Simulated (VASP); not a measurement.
A run of VASP 6.6.1 is set up as follows.

File POSCAR:

```
AlN
1.0
    3.1454352705      0.0000000000      0.0000000000
   -1.5727176353      2.7240268502      0.0000000000
    0.0000000000      0.0000000000      5.0510595604
Al N
2 2
Direct
    0.3333333333      0.6666666667     -0.0005683583
    0.6666666667      0.3333333333      0.4994316417
    0.3333333333      0.6666666667      0.3805683583
    0.6666666667      0.3333333333      0.8805683583
```

File INCAR.step1:

```
ALGO = Normal ; EDIFF = 1E-4
ENCUT = 520 ; GGA = PE
ISMEAR = 0 ; LASPH = T
LCHARG = F ; LREAL = F
LWAVE = T ; NBANDS = 16
NELM = 60 ; PREC = Accurate
SIGMA = 0.05
```

The input INCAR.step2:

```
ALGO = Normal ; EDIFF = 1E-6
ENCUT = 520 ; ISIF = 2
ISMEAR = 0 ; ISTART = 1
LASPH = T ; LCHARG = F
LMIXTAU = T ; LREAL = F
LWAVE = F ; METAGGA = R2SCAN
NBANDS = 16 ; NELM = 60
PREC = Accurate ; SIGMA = 0.05
```

File KPOINTS:

```
k-points
0
Gamma
  8 8 4
```

Potentials or basis: VASP PAW PBE potentials, release 64 (Al, N).

Launch:

```bash
$ cat potpaw_PBE.64/Al/POTCAR potpaw_PBE.64/N/POTCAR > POTCAR
$ cp INCAR.step1 INCAR
$ mpirun -np 1 vasp_std > vasp.out
$ cp INCAR.step2 INCAR
$ mpirun -np 1 vasp_std > vasp.out
```

(1) What does it give for the pressure?

(2) What does it give for the largest force?

(3) What does it give for the band gap on the k mesh?

Answers

(1) -8.1 GPa.

(2) 0.005 eV/Å.

(3) 4.57 eV.

Caveat: the cell stands under tension; the PAW data sets were made with another functional, which shifts forces and pressure a little.
